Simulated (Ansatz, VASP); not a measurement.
# MoS2: VASP beside Ansatz

INCAR

```
SYSTEM = MoS2
ALGO = Normal ; EDIFF = 1E-7
ENCUT = 520 ; GGA = PE
ISIF = 2 ; ISMEAR = 0
IVDW = 12 ; LASPH = .True.
LCHARG = .True. ; LELF = .True.
LREAL = .False. ; LVHAR = .True.
LWAVE = .False. ; NBANDS = 20
NELM = 60 ; PREC = Accurate
SIGMA = 0.05
```

The input KPOINTS:

```
k-points
0
Gamma
  12 12 12
  0 0 0
```

Contents of POSCAR:

```
MoS2
1.0
    1.4582388007      0.8419145641      5.9965349799
   -1.4582388007      0.8419145641      5.9965349799
    0.0000000000     -1.6838291282      5.9965349799
Mo S
1 2
Direct
    0.0000172715      0.0000172715      0.0000172715
    0.7535591261      0.7535591261      0.7535591261
    0.5797236023      0.5797236023      0.5797236023
```

Input for Ansatz:

```yaml
crystal:
  lattice:
    - [1.4582388007, 0.8419145641, 5.9965349799]
    - [-1.4582388007, 0.8419145641, 5.9965349799]
    - [0.0, -1.6838291282, 5.9965349799]
  atoms:
    - { symbol: Mo, position: [1.72715e-05, 1.72715e-05, 1.72715e-05] }
    - { symbol: S, position: [0.7535591261, 0.7535591261, 0.7535591261] }
    - { symbol: S, position: [0.5797236023, 0.5797236023, 0.5797236023] }
basis:
  ecutwfc: 420
kpoints:
  mp_grid: { grid: [12, 12, 12] }
hamiltonian:
  xc: pbe
  dispersion: d3bj
scf:
  occupations: { method: gaussian, width: 0.05 }
output:
  forces: true
  stress: true
  eigenvalues: true
```

Change from the starting cell: strain -0.0750 x Voigt [1, 1, 0, 0, 0, 0], atoms carried along.

Alike in both runs: task single point; functional PBE; dispersion D3(BJ); k mesh 12 × 12 × 12; occupations gaussian, width 0.05 eV; no spin polarisation.

```csv
,VASP,Ansatz
version,VASP 6.6.1,Ansatz 0.2.0
potentials or method,"VASP PAW PBE potentials, release 64 (Mo_sv, S), cutoff 520 eV","scalar-relativistic, plane waves, PAW"
valence electrons in the cell,26,26
```

```csv
,VASP,Ansatz,Ansatz less VASP
gap on the k mesh at the Fermi level (eV),1.03,1.01,-0.018
least direct gap on the mesh (eV),2.12,2.11,-0.008
pressure (GPa),32.9,33.1,+0.25
"traceless stress, the component that is largest in VASP (GPa)",-9.78,-9.66,+0.121
rms of the force components (eV/Å),0.916,0.930,+0.0139
```

Atom by atom the forces differ by 0.014 eV/Å (rms over components). Both programs put the cell under a high pressure, so it lies far from rest at this level.
